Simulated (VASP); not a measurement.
The system is C.

```
C
1.0
     2.48801    0.00000    0.00000
    -1.24401    2.15468    0.00000
     0.00000    0.00000    8.12577
C
8
Direct
  0.66667 0.33333 0.84375
  0.33333 0.66667 0.34375
  0.66667 0.33333 0.65625
  0.33333 0.66667 0.15625
  0.00000 0.00000 0.90625
  0.00000 0.00000 0.40625
  0.00000 0.00000 0.59375
  0.00000 0.00000 0.09375
```

Base run:

* Program: VASP 6.6.1
* Functional: revPBE
* Dispersion: D4
* Potentials or basis: VASP PAW PBE potentials, release 64 (C)
* Cutoff: 520 eV
* k mesh: 12 × 12 × 4
* Occupations: fermi-dirac, width 0.05 eV
* Spin: no spin polarisation

Its results: band gap on the k mesh 4.50 eV, indirect (least direct gap 5.27 eV); pressure 13.5 GPa; largest force 0.354 eV/Å.

Task: After a change of settings the same cell gave: band gap on the k mesh 4.87 eV, indirect (least direct gap 5.45 eV); pressure 20.7 GPa; largest force 0.363 eV/Å. Which change was it?
A. functional from revPBE to BLYP
B. functional from revPBE to r2SCAN; dispersion from D4 to rVV10
C. functional from revPBE to PBE; dispersion from D4 to none

Result: A.

Caveats: the PAW data sets were made with another functional, which shifts forces and pressure a little.
